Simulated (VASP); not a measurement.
# CaO (R-3m) in VASP: single point with HSE06

Aim: the single point of CaO with HSE06.

Program: VASP 6.6.1. These are calculated values, not measurements. Logs are shortened: lines on timing, memory, paths and dates and some standing lists are left out, and cuts for length are marked.

## 1. The cell of the first run

Symmetry: R-3m, No. 166, trigonal system. The conventional cell has a = 4.106 Å, b = 4.106 Å, c = 5.248 Å, α = 90.00°, β = 90.00°, γ = 120.00°. Within 3.3 Å of Ca (site symmetry -3m) lie 8 O at 2.53 to 2.62 Å and 6 Ca at 2.95 Å. O (site symmetry -3m) has 8 Ca at 2.53 to 2.62 Å and 6 O at 2.95 Å within 3.3 Å.

## 2. Single point, HSE06 (strain along [111] +4.4%)

POSCAR

```
CaO
1.0
    2.9454022684      0.0421933036      0.0421933036
    0.0421933036      2.9454022684      0.0421933036
    0.0421933036      0.0421933036      2.9454022684
Ca O
1 1
Direct
    0.0000000000      0.0000000000      0.0000000000
    0.5000000000      0.5000000000      0.5000000000
```

INCAR.step1

```
SYSTEM = CaO
ALGO = Normal
EDIFF = 1E-5
ENCUT = 520
GGA = PE
ISIF = 2
ISMEAR = 0
LASPH = .True.
LCHARG = .False.
LREAL = .False.
LWAVE = .True.
NBANDS = 15
NELM = 100
PREC = Accurate
SIGMA = 0.01
```

INCAR.step2

```
SYSTEM = CaO
ALGO = Normal
EDIFF = 1E-6
ENCUT = 520
GGA = PE
HFSCREEN = 0.2079
ISIF = 2
ISMEAR = 0
ISTART = 1
LASPH = .True.
LCHARG = .False.
LHFCALC = .True.
LREAL = .False.
LWAVE = .False.
NBANDS = 15
NELM = 100
PREC = Accurate
PRECFOCK = Normal
SIGMA = 0.01
```

KPOINTS

```
k-points
0
Gamma
  6 6 6
  0 0 0
```

Potentials or basis: VASP PAW PBE potentials, release 64 (Ca_sv, O).

On the command line:

```
$ cat potpaw_PBE.64/Ca_sv/POTCAR potpaw_PBE.64/O/POTCAR > POTCAR
$ cp INCAR.step1 INCAR
$ mpirun -np 1 vasp_std > vasp.out
$ cp INCAR.step2 INCAR
$ mpirun -np 1 vasp_std > vasp.out
```

OUTCAR:

```text
SYSTEM = CaO
   EDIFF = 1E-6
   ENCUT = 520
   GGA = PE
   HFSCREEN = 0.2079
   ISIF = 2
   ISMEAR = 0
   ISTART = 1
   LASPH = .True.
   LHFCALC = .True.
   LREAL = .False.
   NELM = 100
   PREC = Accurate
   PRECFOCK = Normal

 ion  position               nearest neighbor table
   1  0.000  0.000  0.000-   2 2.53   2 2.53   2 2.53   2 2.53   2 2.53   2 2.53
   2  0.500  0.500  0.500-   1 2.53   1 2.53   1 2.53   1 2.53   1 2.53   1 2.53

  LATTYP: Found a trigonal (rhomboedric) cell.
 ALAT       =     2.9460066314
 COS(alpha) =     0.0288436542

  Lattice vectors:

 A1 = (   2.9454022684,   0.0421933036,   0.0421933036)
 A2 = (   0.0421933036,   2.9454022684,   0.0421933036)
 A3 = (   0.0421933036,   0.0421933036,   2.9454022684)

Analysis of symmetry for initial positions (statically):
=====================================================================
 Subroutine PRICEL returns:
 Original cell was already a primitive cell.

 Routine SETGRP: Setting up the symmetry group for a
 trigonal (rhombohedral) supercell.

 Subroutine GETGRP returns: Found 12 space group operations
 (whereof 12 operations were pure point group operations)
 out of a pool of 12 trial point group operations.

The static configuration has the point symmetry D_3d.

Analysis of symmetry for dynamics (positions and initial velocities):
=====================================================================
 Subroutine PRICEL returns:
 Original cell was already a primitive cell.

 Routine SETGRP: Setting up the symmetry group for a
 trigonal (rhombohedral) supercell.

 Subroutine GETGRP returns: Found 12 space group operations
 (whereof 12 operations were pure point group operations)
 out of a pool of 12 trial point group operations.

The dynamic configuration has the point symmetry D_3d.

 Subroutine INISYM returns: Found 12 space group operations
 (whereof 12 operations are pure point group operations),
 and found     1 'primitive' translations

----------------------------------------------------------------------------------------

                                     Primitive cell

  volume of cell :      25.5369

  direct lattice vectors                    reciprocal lattice vectors
     2.945402268  0.042193304  0.042193304     0.339649629 -0.004796814 -0.004796814
     0.042193304  2.945402268  0.042193304    -0.004796814  0.339649629 -0.004796814
     0.042193304  0.042193304  2.945402268    -0.004796814 -0.004796814  0.339649629

  length of vectors
     2.946006631  2.946006631  2.946006631     0.339717367  0.339717367  0.339717367

  position of ions in fractional coordinates (direct lattice)
     0.000000000  0.000000000  0.000000000
     0.500000000  0.500000000  0.500000000

  ion indices of the primitive-cell ions
   primitive index   ion index
                 1           1
                 2           2

----------------------------------------------------------------------------------------

 KPOINTS: k-points

Automatic generation of k-mesh.
 Grid dimensions read from file:
 generate k-points for:    6    6    6

 Generating k-lattice:

  Cartesian coordinates                     Fractional coordinates (reciprocal lattice)
     0.056608271 -0.000799469 -0.000799469     0.166666667  0.000000000  0.000000000
    -0.000799469  0.056608271 -0.000799469     0.000000000  0.166666667  0.000000000
    -0.000799469 -0.000799469  0.056608271     0.000000000  0.000000000  0.166666667

  Length of vectors
     0.056619561  0.056619561  0.056619561

  Shift w.r.t. Gamma in fractional coordinates (k-lattice)
     0.000000000  0.000000000  0.000000000

 Subroutine IBZKPT returns following result:
 ===========================================

 Found     32 irreducible k-points:

 Following reciprocal coordinates:
            Coordinates               Weight
  0.000000  0.000000  0.000000      1.000000
  0.166667 -0.000000  0.000000      6.000000
  0.333333 -0.000000 -0.000000      6.000000
  0.500000 -0.000000 -0.000000      3.000000
  0.166667  0.166667 -0.000000      6.000000
  0.333333  0.166667 -0.000000     12.000000
[... 16 lines left out ...]
  0.500000  0.500000  0.166667      6.000000
 -0.333333  0.500000  0.166667     12.000000
 [... further k-points ...]
   k-points           NKPTS =     32   k-points in BZ     NKDIM =    216   number of bands    NBANDS=     15
   number of dos      NEDOS =    301   number of ions     NIONS =      2
   total plane-waves  NPLWV =  13824
   dimension x,y,z NGX =    24 NGY =   24 NGZ =   24
   dimension x,y,z NGXF=    48 NGYF=   48 NGZF=   48
   ions per type =               1   1
   NGX,Y,Z   is equivalent  to a cutoff of  13.54, 13.54, 13.54 a.u.
   NGXF,Y,Z  is equivalent  to a cutoff of  27.09, 27.09, 27.09 a.u.
 SYSTEM =  CaO
   PREC   = accura    normal or accurate (medium, high low for compatibility)
   ISTART =      1    job   : 0-new  1-cont  2-samecut
   ICHARG =      0    charge: 1-file 2-atom 10-const
   ISPIN  =      1    spin polarized calculation?
   LNONCOLLINEAR =      F non collinear calculations
   LSORBIT =      F    spin-orbit coupling
   LASPH  =      T    aspherical Exc in radial PAW
   ENCUT  =  520.0 eV  38.22 Ry    6.18 a.u.   5.48  5.48  5.48*2*pi/ulx,y,z
   NELM   =    100;   NELMIN=  2; NELMDL=  0     # of ELM steps
   EDIFF  = 0.1E-05   stopping-criterion for ELM
   LREAL  =      F    real-space projection
   EDIFFG = 0.1E-04   stopping-criterion for IOM
   NSW    =      0    number of steps for IOM
   IBRION =     -1    ionic relax: 0-MD 1-quasi-New 2-CG
   NFREE  =      0    steps in history (QN), initial steepest desc. (CG)
   ISIF   =      2    stress and relaxation
   ISYM   =      3    0-nonsym 1-usesym 2-fastsym
   POTIM  = 0.5000    time-step for ionic-motion
   TEBEG  =    0.0;   TEEND  =   0.0 temperature during run
   PSTRESS=    0.0 pullay stress
   NELECT =      16.0000    total number of electrons
   NUPDOWN=      -1.0000    fix difference up-down
   EMIN   =  10.00;   EMAX   =-10.00  energy-range for DOS
   EFERMI =   0.00;   METHOD = LEGACY
   ISMEAR =     0;   SIGMA  =   0.01  broadening in eV -4-tet -1-fermi 0-gaus
   EFERMI_NEDOS =   21; number of points for ismear=-14 and -15
   IALGO  =     38    algorithm
   IMIX   =      1    mixing-type and parameters
     AMIX     =   0.40;   BMIX     =  1.00
     AMIX_MAG =   1.60;   BMIX_MAG =  1.00
  volume/ion in A,a.u.               =      12.77        86.17
  Fermi-wavevector in a.u.,A,eV,Ry     =   1.400851  2.647224 26.699836  1.962383
  Thomas-Fermi vector in A             =   2.523770
   LORBIT       =      0    0 simple, 1 ext, 2 COOP (PROOUT), +10 PAW based schemes
   GGA     = PE    functional components
   LHFCALC =     T    Hartree Fock is set to
   PRECFOCK=normal    Normal, Fast or Accurate (Low or Medium for compatibility)
   ENCUT4O =  -1.0   cutoff for four orbital integrals eV
   NKREDX  =     1    reduce k-point grid by
   NKREDY  =     1    reduce k-point grid by
   NKREDZ  =     1    reduce k-point grid by
   AEXX    =    0.2500 exact exchange contribution
   HFSCREEN=    0.2079 screening length (either q_TF or 0.3 A-1)
   HFSCREENC=   0.2079 screening length for correlation (either q_TF or 0.3 A-1)
   ENCUTFOCK=  -1.0 apply spherical cutoff to Coloumb kernel
   IVDW    =     0    specifies the selected vdW correction
   LEPSILON=     F    determine dielectric tensor
   LRPA    =     F    only Hartree local field effects (RPA)
 non-spin polarized calculation
 Gauss-broadening in eV      SIGMA  =   0.01
  energy-cutoff  :      520.00
  volume of cell :       25.54
 maximum number of plane-waves:       715
 NGX is ok and might be reduce to    24
  NGX = 18; NGY = 18; NGZ = 18

 number of electron      15.9999996 magnetization

 Free energy of the ion-electron system (eV)
  ---------------------------------------------------
  ext. energy  EPLUGINS =         0.00000000
  ---------------------------------------------------
  free energy    TOTEN  =       -13.87531141 eV

  energy without entropy =      -13.87531141  energy(sigma->0) =      -13.87531141

 E-fermi :   3.0340     XC(G=0):  -9.0645

 val. band max:        2.9176188656   @ k =   0.5000   0.5000  -0.0000
 cond. band min:       7.4097714793   @ k =   0.0000   0.0000   0.0000
 fundamental gap:      4.4921526137
 Fermi energy:         3.0340314726

 k-point     1 :       0.0000    0.0000    0.0000
  band No.  band energies     occupation
      1     -39.1787      2.00000
      2     -18.1965      2.00000
      3     -18.1965      2.00000
      4     -18.1943      2.00000
      5     -14.9889      2.00000
      6       2.5456      2.00000
      7       2.5456      2.00000
      8       2.6197      2.00000
      9       7.4098      0.00000
     10       7.4098      0.00000
     11       9.1398      0.00000
     12      13.2997      0.00000
     13      13.2997      0.00000
     14      13.4395      0.00000
     15      23.8646      0.00000

 k-point     2 :       0.1667   -0.0000    0.0000
  band No.  band energies     occupation
      1     -39.1417      2.00000
      2     -18.6236      2.00000
      3     -18.1675      2.00000
      4     -18.1660      2.00000
      5     -14.6331      2.00000
      6       1.3761      2.00000
      7       2.4118      2.00000
      8       2.5146      2.00000
      9       7.6526      0.00000
     10       8.5255      0.00000
     11      10.2429      0.00000
     12      13.2081      0.00000
     13      13.2366      0.00000
     14      13.4367      0.00000
     15      22.2660      0.00000
[... 365 lines left out ...]
      3     -18.9991      2.00000
      4     -18.2175      2.00000
      5     -14.1578      2.00000
      6       0.2672      2.00000
      7       0.3606      2.00000
      8       1.7913      2.00000
      9       9.4689      0.00000
     10      10.4459      0.00000
     11      11.6082      0.00000
     12      11.7160      0.00000
     13      14.9003      0.00000
     14      18.0832      0.00000
     15      18.5538      0.00000

 k-point    24 :      -0.3333    0.5000    0.1667
  band No.  band energies     occupation
      1     -38.8949      2.00000
      2     -19.1511      2.00000
      3     -18.8030      2.00000
      4     -18.2541      2.00000
      5     -14.0969      2.00000
      6       0.1252      2.00000
      7       0.6576      2.00000
      8       1.9156      2.00000
      9       9.6996      0.00000
     10      10.4849      0.00000
     11      11.6960      0.00000
     12      12.0617      0.00000
     13      13.4691      0.00000
     14      17.5737      0.00000
     15      17.9777      0.00000

 [... further k-points ...]

------------------------ aborting loop because EDIFF is reached ----------------------------------------

  FORCE on cell =-STRESS in cart. coord.  units (eV):
  Direction    XX          YY          ZZ          XY          YZ          ZX
  --------------------------------------------------------------------------------------
  -------------------------------------------------------------------------------------
  Total       -0.5347103     -0.5347103     -0.5347103      0.0881569      0.0881569      0.0881569
  in kB      -33.5474999    -33.5474999    -33.5474999      5.5309287      5.5309287      5.5309287
  external PRESSURE =     -33.5474999 kB  Pullay stress =       0.0000000 kB

 VOLUME and BASIS-vectors are now :
 -----------------------------------------------------------------------------
  energy-cutoff  :      520.00
  volume of cell :       25.54
      direct lattice vectors                 reciprocal lattice vectors
     2.945402268  0.042193304  0.042193304     0.339649629 -0.004796814 -0.004796814
     0.042193304  2.945402268  0.042193304    -0.004796814  0.339649629 -0.004796814
     0.042193304  0.042193304  2.945402268    -0.004796814 -0.004796814  0.339649629

 POSITION                                       TOTAL-FORCE (eV/Angst)
 -----------------------------------------------------------------------------------
      0.00000      0.00000      0.00000        -0.000000      0.000000     -0.000000
      1.51489      1.51489      1.51489         0.000000     -0.000000      0.000000
 -----------------------------------------------------------------------------------
    total drift:                                0.000000      0.000001      0.000000

  FREE ENERGIE OF THE ION-ELECTRON SYSTEM (eV)
  ---------------------------------------------------
  free  energy   TOTEN  =       -13.8753114067 eV

  energy  without entropy=      -13.8753114067  energy(sigma->0) =      -13.87531141
```

It took 77 min on 1 thread of Intel Xeon 8259CL, shared host; peak memory 0.26 GiB.

What came out:

```yaml
Free_energy: -13.8753 eV
Pressure: -3.4 GPa
Band_gap_on_the_k_mesh: 4.49 eV (least direct gap 4.79 eV)
```

Caveat: the cell differs from its parent crystal (strain along [111] +4.4%); the cell stands under tension; the structure was generated, so it needn't be the stable form of CaO; the PAW data sets were made with another functional, which shifts forces and pressure a little. A k mesh can miss the band edges.
